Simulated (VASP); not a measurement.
The system is PtSe2.

```
Pt Se
1.0
     3.64798    0.00000    0.00000
    -1.82399    3.15924    0.00000
     0.00000    0.00000    4.95866
Pt Se
1 2
Direct
  0.00000 0.00000 0.00000
  0.66667 0.33333 0.75000
  0.33333 0.66667 0.25000
```

Base run:

```yaml
Program: VASP 6.6.1
Functional: PBE
Potentials_or_basis: VASP PAW PBE potentials, release 64 (Pt, Se)
Cutoff: 520 eV
k_mesh: 8 × 8 × 5
Occupations: fermi-dirac, width 0.05 eV
Spin: no spin polarisation
```

Its results: band gap on the k mesh zero (bands 11 and 12 overlap by 0.29 eV); pressure 17.8 GPa; largest force 1.485 eV/Å.

The run is repeated on the same cell with these changes: functional from PBE to LDA; potentials or basis from VASP PAW PBE potentials, release 64 (Pt, Se) to VASP PAW LDA potentials, release 64 (Pt, Se). What comes out?

Band gap on the k mesh zero (bands 11 and 12 overlap by 0.34 eV); pressure 9.6 GPa; largest force 1.112 eV/Å.

Caveats: spin-orbit coupling is left out, which moves the levels of the heavy elements; forces of over 1 eV/Å act on the atoms, so gaps and moduli don't describe the material at rest; the stress differs along the axes, from 14 to 20 GPa (at least some runs); the cell stands under pressure (at least some runs).
